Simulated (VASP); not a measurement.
# Re (P6/mmm) in VASP: a series of runs

The runs below take Re through single point, with PBE.

Everything below comes from runs of VASP 6.6.1. Logs are shortened: lines on timing, memory, paths and dates and some standing lists are left out, and cuts for length are marked.

**1. The cell of the first run**

Symmetry: P6/mmm, No. 191, hexagonal system. Conventional cell: a = 2.538 Å, b = 2.538 Å, c = 2.290 Å, α = 90.00°, β = 90.00°, γ = 120.00°. Within 3.0 Å of Re (site symmetry 6/mmm) lie 8 Re at 2.29 to 2.54 Å.

This isn't the form of Re at room conditions, which is hcp.

**2. Single point, PBE**

INCAR reads:

```
PREC = Accurate ; ENCUT = 600
EDIFF = 1E-6 ; ISMEAR = -1
SIGMA = 0.1 ; LREAL = False
LASPH = True ; NELM = 120
ALGO = Normal ; ISIF = 2
LWAVE = False ; LCHARG = False
GGA = PE ; NBANDS = 10
GGA_COMPAT = False
```

KPOINTS reads:

```
regular mesh
0
Gamma
  18 18 16
```

POSCAR reads:

```
Re
1.0
    2.5379210191      0.0000000000      0.0000000000
   -1.2689605096      2.1979040754      0.0000000000
    0.0000000000      0.0000000000      2.2896995344
Re
1
Direct
    0.0000000000      0.0000000000      0.0000000000
```

Potentials or basis: VASP PAW PBE potentials, release 64 (Re).

The run is started by

```sh
> cat potpaw_PBE.64/Re/POTCAR > POTCAR
> mpirun -np 1 vasp_std > vasp.out
```

OUTCAR:

```text
PREC = Accurate
   ENCUT = 600
   EDIFF = 1E-6
   ISMEAR = -1
   LREAL = False
   LASPH = True
   NELM = 120
   ISIF = 2
   GGA = PE

 ion  position               nearest neighbor table
   1  0.000  0.000  0.000-

  LATTYP: Found a hexagonal cell.
 ALAT       =     2.5379210191
 C/A-ratio  =     0.9021949529

  Lattice vectors:

 A1 = (   2.5379210191,   0.0000000000,   0.0000000000)
 A2 = (  -1.2689605096,   2.1979040754,   0.0000000000)
 A3 = (   0.0000000000,   0.0000000000,   2.2896995344)

Analysis of symmetry for initial positions (statically):
=====================================================================
 Subroutine PRICEL returns:
 Original cell was already a primitive cell.

 Routine SETGRP: Setting up the symmetry group for a
 hexagonal supercell.

 Subroutine GETGRP returns: Found 24 space group operations
 (whereof 24 operations were pure point group operations)
 out of a pool of 24 trial point group operations.

The static configuration has the point symmetry D_6h.

Analysis of symmetry for dynamics (positions and initial velocities):
=====================================================================
 Subroutine PRICEL returns:
 Original cell was already a primitive cell.

 Routine SETGRP: Setting up the symmetry group for a
 hexagonal supercell.

 Subroutine GETGRP returns: Found 24 space group operations
 (whereof 24 operations were pure point group operations)
 out of a pool of 24 trial point group operations.

The dynamic configuration has the point symmetry D_6h.

 Subroutine INISYM returns: Found 24 space group operations
 (whereof 24 operations are pure point group operations),
 and found     1 'primitive' translations

----------------------------------------------------------------------------------------

                                     Primitive cell

  volume of cell :      12.7722

  direct lattice vectors                    reciprocal lattice vectors
     2.537921019  0.000000000  0.000000000     0.394023294  0.227489455  0.000000000
    -1.268960510  2.197904075  0.000000000     0.000000000  0.454978910  0.000000000
     0.000000000  0.000000000  2.289699534     0.000000000  0.000000000  0.436738526

  length of vectors
     2.537921019  2.537921019  2.289699534     0.454978910  0.454978910  0.436738526

  position of ions in fractional coordinates (direct lattice)
     0.000000000  0.000000000  0.000000000

  ion indices of the primitive-cell ions
   primitive index   ion index
                 1           1

----------------------------------------------------------------------------------------

 KPOINTS: regular mesh

Automatic generation of k-mesh.
 Grid dimensions read from file:
 generate k-points for:   18   18   16

 Generating k-lattice:

  Cartesian coordinates                     Fractional coordinates (reciprocal lattice)
     0.021890183  0.012638303  0.000000000     0.055555556  0.000000000  0.000000000
     0.000000000  0.025276606  0.000000000     0.000000000  0.055555556  0.000000000
     0.000000000  0.000000000  0.027296158     0.000000000  0.000000000  0.062500000

  Length of vectors
     0.025276606  0.025276606  0.027296158

  Shift w.r.t. Gamma in fractional coordinates (k-lattice)
     0.000000000  0.000000000  0.000000000

 Subroutine IBZKPT returns following result:
 ===========================================

 Found    333 irreducible k-points:

 Following reciprocal coordinates:
            Coordinates               Weight
  0.000000  0.000000  0.000000      1.000000
  0.055556  0.000000  0.000000      6.000000
  0.111111  0.000000  0.000000      6.000000
  0.166667 -0.000000  0.000000      6.000000
  0.222222  0.000000  0.000000      6.000000
  0.277778  0.000000  0.000000      6.000000
[... 16 lines left out ...]
  0.333333  0.111111  0.000000     12.000000
  0.388889  0.111111  0.000000     12.000000
 [... further k-points ...]
   k-points           NKPTS =    333   k-points in BZ     NKDIM =    333   number of bands    NBANDS=     10
   number of dos      NEDOS =    301   number of ions     NIONS =      1
   total plane-waves  NPLWV =   7200
   dimension x,y,z NGX =    20 NGY =   20 NGZ =   18
   dimension x,y,z NGXF=    40 NGYF=   40 NGZF=   36
   ions per type =               1
   NGX,Y,Z   is equivalent  to a cutoff of  13.10, 13.10, 13.07 a.u.
   NGXF,Y,Z  is equivalent  to a cutoff of  26.20, 26.20, 26.14 a.u.
 SYSTEM =  unknown system
   PREC   = accura    normal or accurate (medium, high low for compatibility)
   ISTART =      0    job   : 0-new  1-cont  2-samecut
   ICHARG =      2    charge: 1-file 2-atom 10-const
   ISPIN  =      1    spin polarized calculation?
   LNONCOLLINEAR =      F non collinear calculations
   LSORBIT =      F    spin-orbit coupling
   LASPH  =      T    aspherical Exc in radial PAW
   ENCUT  =  600.0 eV  44.10 Ry    6.64 a.u.   5.07  5.07  4.57*2*pi/ulx,y,z
   NELM   =    120;   NELMIN=  2; NELMDL= -5     # of ELM steps
   EDIFF  = 0.1E-05   stopping-criterion for ELM
   LREAL  =      F    real-space projection
[... 7 lines left out ...]
   TEBEG  =    0.0;   TEEND  =   0.0 temperature during run
   PSTRESS=    0.0 pullay stress
   NELECT =       7.0000    total number of electrons
   NUPDOWN=      -1.0000    fix difference up-down
   EMIN   =  10.00;   EMAX   =-10.00  energy-range for DOS
   EFERMI =   0.00;   METHOD = LEGACY
   ISMEAR =    -1;   SIGMA  =   0.10  broadening in eV -4-tet -1-fermi 0-gaus
   EFERMI_NEDOS =   21; number of points for ismear=-14 and -15
   IALGO  =     38    algorithm
   IMIX   =      4    mixing-type and parameters
     AMIX     =   0.40;   BMIX     =  1.00
     AMIX_MAG =   1.60;   BMIX_MAG =  1.00
  volume/ion in A,a.u.               =      12.77        86.19
  Fermi-wavevector in a.u.,A,eV,Ry     =   1.339736  2.531733 24.420978  1.794891
  Thomas-Fermi vector in A             =   2.468104
   LORBIT       =      0    0 simple, 1 ext, 2 COOP (PROOUT), +10 PAW based schemes
   GGA     = PE    functional components
   LHFCALC =     F    Hartree Fock is set to
   AEXX    =    0.0000 exact exchange contribution
   IVDW    =     0    specifies the selected vdW correction
   LEPSILON=     F    determine dielectric tensor
   LRPA    =     F    only Hartree local field effects (RPA)
 non-spin polarized calculation
  energy-cutoff  :      600.00
  volume of cell :       12.77
 maximum number of plane-waves:       442
   NGX = 11   NGY = 11   NGZ =  9

 number of electron       6.9999999 magnetization

 Free energy of the ion-electron system (eV)
  ---------------------------------------------------
  ext. energy  EPLUGINS =         0.00000000
  ---------------------------------------------------
  free energy    TOTEN  =       -10.37184511 eV

  energy without entropy =      -10.34460045  energy(sigma->0) =      -10.35822278

 E-fermi :  10.3991     XC(G=0): -14.4177

 val. band max:       10.3988286639   @ k =   0.3333   0.1111   0.2500
 cond. band min:      10.3994392941   @ k =   0.0556   0.0000   0.3750
 fundamental gap:      0.0006106302
 Fermi energy:        10.3990510795

 k-point     1 :       0.0000    0.0000    0.0000
  band No.  band energies     occupation
      1      -0.9317      2.00000
      2       2.8274      2.00000
      3       7.7114      2.00000
      4       7.7114      2.00000
      5      15.9911      0.00000
      6      15.9911      0.00000
      7      23.8959      0.00000
      8      29.3384      0.00000
      9      34.1856      0.00000
     10      34.1856      0.00000

 k-point     2 :       0.0556    0.0000    0.0000
  band No.  band energies     occupation
      1      -0.7659      2.00000
      2       2.8971      2.00000
      3       7.5318      2.00000
      4       7.8723      2.00000
      5      15.7751      0.00000
      6      15.9568      0.00000
      7      24.3085      0.00000
      8      29.6943      0.00000
      9      33.1420      0.00000
     10      33.8741      0.00000

 k-point     3 :       0.1111    0.0000    0.0000
  band No.  band energies     occupation
      1      -0.2961      2.00000
      2       3.1009      2.00000
      3       7.0776      2.00000
      4       8.3494      2.00000
      5      15.2013      0.00000
      6      15.8592      0.00000
      7      25.4505      0.00000
      8      30.6751      0.00000
      9      31.2538      0.00000
     10      33.0678      0.00000

 k-point     4 :       0.1667   -0.0000    0.0000
  band No.  band energies     occupation
      1       0.3913      2.00000
      2       3.4062      2.00000
      3       6.5684      2.00000
      4       9.1251      1.99999
      5      14.4272      0.00000
      6      15.7123      0.00000
      7      26.9820      0.00000
      8      29.4393      0.00000
      9      31.9797      0.00000
     10      32.0750      0.00000
[... 222 lines left out ...]
 k-point    22 :       0.2778    0.1111    0.0000
  band No.  band energies     occupation
      1       2.6536      2.00000
      2       3.9640      2.00000
      3       6.9102      2.00000
      4      12.1978      0.00000
      5      13.6838      0.00000
      6      14.8406      0.00000
      7      23.6060      0.00000
      8      26.5281      0.00000
      9      32.6749      0.00000
     10      36.9314      0.00000

 k-point    23 :       0.3333    0.1111    0.0000
  band No.  band energies     occupation
      1       2.7407      2.00000
      2       3.9802      2.00000
      3       8.0600      2.00000
      4      11.7718      0.00000
      5      14.6573      0.00000
      6      15.0860      0.00000
      7      22.2903      0.00000
      8      25.3565      0.00000
      9      31.6663      0.00000
     10      37.5886      0.00000

 k-point    24 :       0.3889    0.1111    0.0000
  band No.  band energies     occupation
      1       2.6558      2.00000
      2       4.1119      2.00000
      3       9.0168      2.00000
      4      11.5063      0.00003
      5      14.5397      0.00000
      6      16.1838      0.00000
      7      21.3117      0.00000
      8      24.4040      0.00000
      9      31.0211      0.00000
     10      37.6990      0.00000

 [... further k-points ...]

------------------------ aborting loop because EDIFF is reached ----------------------------------------

  FORCE on cell =-STRESS in cart. coord.  units (eV):
  Direction    XX          YY          ZZ          XY          YZ          ZX
  --------------------------------------------------------------------------------------
  -------------------------------------------------------------------------------------
  Total        9.7817262      9.7817262      8.9534515     -0.0000000     -0.0000000     -0.0000000
  in kB     1227.0457380   1227.0457381   1123.1447557     -0.0000000     -0.0000000     -0.0000000
  external PRESSURE =    1192.4120773 kB  Pullay stress =       0.0000000 kB

 VOLUME and BASIS-vectors are now :
 -----------------------------------------------------------------------------
  energy-cutoff  :      600.00
  volume of cell :       12.77
      direct lattice vectors                 reciprocal lattice vectors
     2.537921019  0.000000000  0.000000000     0.394023294  0.227489455  0.000000000
    -1.268960510  2.197904075  0.000000000     0.000000000  0.454978910  0.000000000
     0.000000000  0.000000000  2.289699534     0.000000000  0.000000000  0.436738526

 POSITION                                       TOTAL-FORCE (eV/Angst)
 -----------------------------------------------------------------------------------
      0.00000      0.00000      0.00000         0.000000      0.000000      0.000000
 -----------------------------------------------------------------------------------
    total drift:                               -0.000000      0.000000      0.000000

  FREE ENERGIE OF THE ION-ELECTRON SYSTEM (eV)
  ---------------------------------------------------
  free  energy   TOTEN  =       -10.3718451087 eV

  energy  without entropy=      -10.3446004533  energy(sigma->0) =      -10.35822278
```

Run time: 58 s. Hardware: 1 thread of Intel Xeon 8259CL, shared host; peak memory 0.17 GiB.

What came out:

```
Free energy            : -10.3718 eV
Pressure               : 119.2 GPa
Band gap on the k mesh : zero (an odd number of electrons rules out a gap without spin polarisation)
```

Levels at points of the mesh, in eV from the Fermi level:
```csv
k point,band 1,band 2,band 3,band 4,band 5,band 6
"(0.00, 0.00, 0.00)",-11.33,-7.57,-2.69,-2.69,5.59,5.59
"(0.50, 0.00, 0.00)",-8.45,-6.30,-0.16,0.86,4.54,5.43
"(0.00, 0.00, 0.50)",-6.96,-1.18,-1.18,-1.04,-0.62,-0.62
"(0.50, 0.00, 0.50)",-9.03,-5.96,-2.49,6.20,6.33,7.95
```

Caveat: the stress differs along the axes, from 112 to 123 GPa; spin-orbit coupling is left out, which moves the levels of the heavy elements.

[end of part 1 of 2]
